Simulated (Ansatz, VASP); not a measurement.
InSb in VASP and in Ansatz

INCAR

```
SYSTEM = InSb
PREC = Accurate
ENCUT = 520
EDIFF = 1E-7
ISMEAR = 0
SIGMA = 0.15
LREAL = .FALSE.
LASPH = .TRUE.
NELM = 60
ALGO = Normal
ISIF = 2
LWAVE = .FALSE.
LCHARG = .TRUE.
GGA = PE
LELF = .TRUE.
LVHAR = .TRUE.
NBANDS = 16
```

Contents of KPOINTS:

```
regular mesh
0
G
  16 16 16
  0 0 0
```

The input POSCAR:

```
InSb
1.0
   -3.1060500000      3.1060500000      1.8119000000
    3.1060500000     -3.1060500000      1.8119000000
    3.1060500000      3.1060500000     -1.8119000000
In Sb
1 1
Direct
    0.2500000000      0.7500000000      0.5000000000
    0.0000000000      0.0000000000      0.0000000000
```

Input for Ansatz:

```yaml
crystal:
  lattice:
    - [-3.10605, 3.10605, 1.8119]
    - [3.10605, -3.10605, 1.8119]
    - [3.10605, 3.10605, -1.8119]
  atoms:
    - { symbol: In, position: [0.25, 0.75, 0.5] }
    - { symbol: Sb, position: [0.0, 0.0, 0.0] }
basis:
  ecutwfc: 420
kpoints:
  mp_grid: { grid: [16, 16, 16] }
hamiltonian:
  xc: pbe
  pseudopotentials: { kind: paw, azcp: { folder: soft_1 } }
scf:
  occupations: { method: gaussian, width: 0.15 }
output:
  forces: true
  stress: true
  eigenvalues: true
```

Alike in both runs: task single point; functional PBE; k mesh 16 × 16 × 16; occupations gaussian, width 0.15 eV; no spin polarisation.

```csv
,VASP,Ansatz
version,VASP 6.6.1,Ansatz 0.2.0
potentials or method,"VASP PAW PBE potentials, release 64 (In_d, Sb), cutoff 520 eV","scalar-relativistic, plane waves, PAW"
valence electrons in the cell,18,28
```

Ansatz gave:

```
gap on the k mesh at the Fermi level (eV)                     : none
pressure (GPa)                                                : -5.5
traceless stress, the component that is largest in VASP (GPa) : -0.25
```

Problem. What did VASP give for the same quantities?

Solution. gap on the k mesh at the Fermi level (eV): none; pressure (GPa): -5.6; traceless stress, the component that is largest in VASP (GPa): -0.25.

A gap of «none» marks a metal or a gap that the smearing closes. The functional is the same, so the differences come from potentials, cutoffs and numerics. VASP's potentials hold 18 valence electrons a cell and Ansatz's 28, so a difference there can come from the potentials and not from the codes.

Neither program's run includes spin-orbit coupling.
